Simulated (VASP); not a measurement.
A run of VASP 6.6.1:

File INCAR:

```
PREC = Accurate
ENCUT = 400
EDIFF = 1E-8
ISMEAR = -1
SIGMA = 0.02
LREAL = False
LASPH = True
NELM = 120
ALGO = Normal
ISIF = 2
LWAVE = False
LCHARG = False
GGA = PS
LEFG = True
NBANDS = 15
GGA_COMPAT = False
```

KPOINTS

```
Automatic mesh
0
Gamma
  7 7 7
```

File POSCAR:

```
KI
1.0
    0.0000000000      3.5327750000      3.5327750000
    3.5327750000      0.0000000000      3.5327750000
    3.5327750000      3.5327750000      0.0000000000
K I
1 1
Direct
    0.0000000000      0.0000000000      0.0000000000
    0.5000000000      0.5000000000      0.5000000000
```

Potentials or basis: VASP PAW PBE potentials, release 64 (K_sv, I).

The run is started by

```bash
$ cat potpaw_PBE.64/K_sv/POTCAR potpaw_PBE.64/I/POTCAR > POTCAR
$ mpirun -np 1 vasp_std > vasp.out
```

Hardware: 1 thread of Intel Xeon 8259CL (shared host).

Task: How long does it take, and how much memory?

Result: Run time: 57 s on 1 thread of Intel Xeon 8259CL (shared host), peak memory 0.21 GiB. Counts: scf iterations 17, k points 20.
